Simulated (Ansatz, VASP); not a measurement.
One calculation of PbSe, two programs

```xyz
2
Lattice="3.7843 0.0000 0.0000 0.0000 3.7843 0.0000 0.0000 0.0000 3.7843" Properties=species:S:1:pos:R:3 pbc="T T T"
Pb    0.0000    0.0000    0.0000
Se    1.8922    1.8922    1.8922
```

Alike in both runs: task single point; functional PBE0; k mesh 3 × 3 × 3; no spin polarisation.

```csv
,VASP,Ansatz
version,VASP 6.6.1,Ansatz 0.2.0
potentials or method,"VASP PAW PBE potentials, release 64 (Pb_d, Se), cutoff 400 eV","plane waves, PAW"
occupations,"gaussian, width 0.01 eV",fixed
valence electrons in the cell,20,30
```

|  | VASP | Ansatz | Ansatz less VASP |
| --- | --- | --- | --- |
| gap on the k mesh at the Fermi level (eV) | 2.82 | 2.72 | -0.097 |

VASP's potentials hold 20 valence electrons a cell and Ansatz's 30, so a difference there can come from the potentials and not from the codes.

The k mesh is coarse, so the values compare programs but aren't converged. Neither program's run includes spin-orbit coupling.
